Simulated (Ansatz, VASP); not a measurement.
## Bi2Te in VASP and in Ansatz

Contents of INCAR:

```
PREC = Accurate
ENCUT = 600
EDIFF = 1E-7
ISMEAR = 0
SIGMA = 0.1
LREAL = F
LASPH = T
NELM = 80
ALGO = Fast
ISIF = 3
LWAVE = F
LCHARG = F
GGA = PE
IBRION = 2
NSW = 100
EDIFFG = -0.01
```

Contents of KPOINTS:

```
regular mesh
0
Gamma
  8 8 4
```

Contents of POSCAR:

```
Bi2Te
1.0
    4.4334922171      0.0000000000      0.0000000000
    0.0000000000      4.4334922171      0.0000000000
    0.0000000000      0.0000000000     11.4192579040
Bi Te
4 2
Direct
    0.0000000000      0.5000000000      0.3045351119
    0.0000000000      0.5000000000      0.8045351119
    0.5000000000      0.0000000000      0.1954648881
    0.5000000000      0.0000000000      0.6954648881
    0.0000000000      0.0000000000      0.0000000000
    0.5000000000      0.5000000000      0.5000000000
```

Input for Ansatz:

```yaml
crystal:
  lattice:
    - [4.4334922171, 0.0, 0.0]
    - [0.0, 4.4334922171, 0.0]
    - [0.0, 0.0, 11.419257904]
  atoms:
    - { symbol: Bi, position: [0.0, 0.5, 0.3045351119] }
    - { symbol: Bi, position: [0.0, 0.5, 0.8045351119] }
    - { symbol: Bi, position: [0.5, 0.0, 0.1954648881] }
    - { symbol: Bi, position: [0.5, 0.0, 0.6954648881] }
    - { symbol: Te, position: [0.0, 0.0, 0.0] }
    - { symbol: Te, position: [0.5, 0.5, 0.5] }
basis:
  ecutwfc: 420
kpoints:
  mp_grid: { grid: [8, 8, 4] }
hamiltonian:
  xc: pbe
scf:
  occupations: { method: gaussian, width: 0.1 }
output:
  forces: true
  stress: true
  eigenvalues: true
relax:
  adjacent_minimum: "off"
  f_tol: 0.01
  max_steps: 80
  cell: { stress_tol: 0.05 }
```

Alike in both runs: task relaxation of cell and atoms; functional PBE; k mesh 8 × 8 × 4; occupations gaussian, width 0.1 eV; no spin polarisation.

|  | VASP | Ansatz |
| --- | --- | --- |
| version | VASP 6.6.1 | Ansatz 0.2.0 |
| potentials or method | VASP PAW PBE potentials, release 64 (Bi_d, Te), cutoff 600 eV | scalar-relativistic, plane waves, PAW |
| valence electrons in the cell | 72 | 92 |

```csv
,VASP,Ansatz,Ansatz less VASP
"gap on the k mesh at the Fermi level, each at its own relaxed structure (eV)",none,none,-
relaxed volume (Å³/atom),37.41,37.41,0.000
relaxed cell length with the largest relative difference (Å),4.433,4.433,0.0000
```

A gap of «none» marks a metal or a gap that the smearing closes. VASP's potentials hold 72 valence electrons a cell and Ansatz's 92, so a difference there can come from the potentials and not from the codes.

Neither program's run includes spin-orbit coupling. Noted on VASP's run: the relaxation stopped at its first step, so nothing moved.
